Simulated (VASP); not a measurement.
Set up this calculation in VASP 6.6.1, as the native input.

```
Task                   : single point
Functional             : PBEsol
Potentials or basis    : VASP PAW PBE potentials, release 64 (Zn)
Cutoff                 : 520 eV
k mesh                 : 11 × 11 × 5
Occupations            : fermi-dirac, width 0.05 eV
Spin                   : no spin polarisation
Dipole correction      : no
Further INCAR settings : ALGO = Normal; EDIFF = 1e-06; NBANDS = 19
```

The structure of Zn lies in POSCAR:

```
Zn
1.0
    2.5900760000      0.0000000000      0.0000000000
   -1.2950380000      2.2430720000      0.0000000000
    0.0000000000      0.0000000000      4.9150760000
Zn
2
Direct
    0.3333330000      0.6666670000      0.2500000000
    0.6666670000      0.3333330000      0.7500000000
```

One way to write it, as run:

INCAR

```
SYSTEM = Zn
  PREC = Accurate
  ENCUT = 520
  EDIFF = 1E-6
  ISMEAR = -1
  SIGMA = 0.05
  LREAL = .False.
  LASPH = .True.
  NELM = 100
  ALGO = Normal
  ISIF = 2
  LWAVE = .False.
  LCHARG = .False.
  GGA = PS
  NBANDS = 19
```

KPOINTS

```
regular mesh
0
Gamma
  11 11 5
  0 0 0
```

Potentials or basis: VASP PAW PBE potentials, release 64 (Zn).

Command:

```bash
$ cat potpaw_PBE.64/Zn/POTCAR > POTCAR
$ mpirun -np 1 vasp_std > vasp.out
```

It gave:

- Pressure: 0.7 GPa
- Band gap on the k mesh: zero (band 12 reaches 5.17 eV, above the bottom of band 13 at 0.16 eV)

Caveat: the PAW data sets were made with another functional, which shifts forces and pressure a little.

Wall time 13 s on 1 thread of Intel(R) Xeon(R) Platinum 8488C (Sapphire Rapids) (shared host), peak memory 0.14 GiB.
